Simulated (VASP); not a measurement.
AlRu:

```
CELL_PARAMETERS angstrom
2.99160 0.00000 0.00000
0.00000 2.99160 0.00000
0.00000 0.00000 2.99160
ATOMIC_POSITIONS crystal
Ru 0.50000 0.50000 0.50000
Al 0.00000 0.00000 0.00000
```

* Program: VASP 6.6.1
* Task: relaxation of cell and atoms
* Functional: BLYP
* Dispersion: D3(BJ)
* Potentials or basis: VASP PAW PBE potentials, release 64 (Ru_pv, Al)
* Cutoff: 600 eV
* k mesh: 9 × 9 × 9
* Occupations: fermi-dirac, width 0.05 eV
* Spin: no spin polarisation

At the start: pressure -5.4 GPa; volume 13.39 Å³/atom.

Problem. How do energy, volume and symmetry change on relaxing?

Solution. Over 3 steps the energy falls by 5.9 meV/atom and the volume is 13.05 Å³/atom (-2.5 %); space group Pm-3m (No. 221, to 0.05 Å).

Step by step:
| step | energy change (eV) | largest force (eV/Å) | pressure (GPa) | volume (Å³) |
| --- | --- | --- | --- | --- |
| 1 | 0.0000 | 0.0000 | -5.40 | 26.77 |
| 2 | 0.0176 | 0.0000 | 9.59 | 25.06 |
| 3 | -0.0119 | 0.0000 | -0.07 | 26.09 |

Final structure:
```xyz
2
Lattice="2.9660 0.0000 0.0000 0.0000 2.9660 0.0000 0.0000 0.0000 2.9660" Properties=species:S:1:pos:R:3 pbc="T T T"
Ru    1.4830    1.4830    1.4830
Al    0.0000    0.0000    0.0000
```

Caveat: the PAW data sets were made with another functional, which shifts forces and pressure a little; pairwise dispersion overbinds metals, which lowers pressure and volume.
